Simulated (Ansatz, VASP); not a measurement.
# BP in VASP and in Ansatz

```
B P
1.0
     0.00000    2.27421    2.27421
     2.27421    0.00000    2.27421
     2.27421    2.27421    0.00000
B P
1 1
Direct
  0.00000 0.00000 0.00000
  0.25000 0.25000 0.25000
```

Alike in both runs: functional PBE; k mesh 10 × 10 × 10; occupations gaussian, width 0.02 eV; no spin polarisation.

Ansatz relaxed the structure, and its values are those at the end. VASP's run is a single point on that final structure, the one shown.

|  | VASP | Ansatz |
| --- | --- | --- |
| version | VASP 6.6.1 | Ansatz 0.2.0 |
| potentials or method | VASP PAW PBE potentials, release 64 (B, P), cutoff 500 eV | scalar-relativistic, plane waves, PAW |
| valence electrons in the cell | 8 | 8 |

|  | VASP | Ansatz | Ansatz less VASP |
| --- | --- | --- | --- |
| gap on the k mesh at the Fermi level (eV) | 1.25 | 1.25 | +0.004 |
| least direct gap on the mesh (eV) | 3.39 | 3.39 | +0.003 |
| pressure (GPa) | -0.2 | 0.0 | +0.23 |

The functional is the same, so the differences come from potentials, cutoffs and numerics.
